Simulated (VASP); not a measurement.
A run of VASP 6.6.1:

The input INCAR:

```
PREC = Accurate ; ENCUT = 520
EDIFF = 1E-6 ; ISMEAR = 0
SIGMA = 0.05 ; LREAL = False
LASPH = True ; NELM = 60
ALGO = Normal ; ISIF = 2
LWAVE = False ; LCHARG = False
GGA = PE ; NBANDS = 16
```

The input KPOINTS:

```
Automatic mesh
0
Gamma
  10 10 10
```

The input POSCAR:

```
ZnS
1.0
    0.0000000000      2.7857895000      2.7452197500
    2.7857895000      0.0000000000      2.7452197500
    2.7857895000      2.7857895000      0.0000000000
Zn S
1 1
Direct
    0.0000000000      0.0000000000      0.0000000000
    0.7500000000      0.7500000000      0.7500000000
```

Potentials or basis: VASP PAW PBE potentials, release 64 (Zn, S).

Launch:

```bash
$ cat potpaw_PBE.64/Zn/POTCAR potpaw_PBE.64/S/POTCAR > POTCAR
$ mpirun -np 1 vasp_std > vasp.out
```

Hardware: 1 thread of Intel(R) Xeon(R) Platinum 8375C CPU @ 2.90GHz (Ice Lake) (shared host).

Question: Estimate the wall time of this run.

Answer: Wall time 55 s on 1 thread of Intel(R) Xeon(R) Platinum 8375C CPU @ 2.90GHz (Ice Lake), on a shared host, peak memory 0.21 GiB. Counts: scf iterations 13, k points 102.
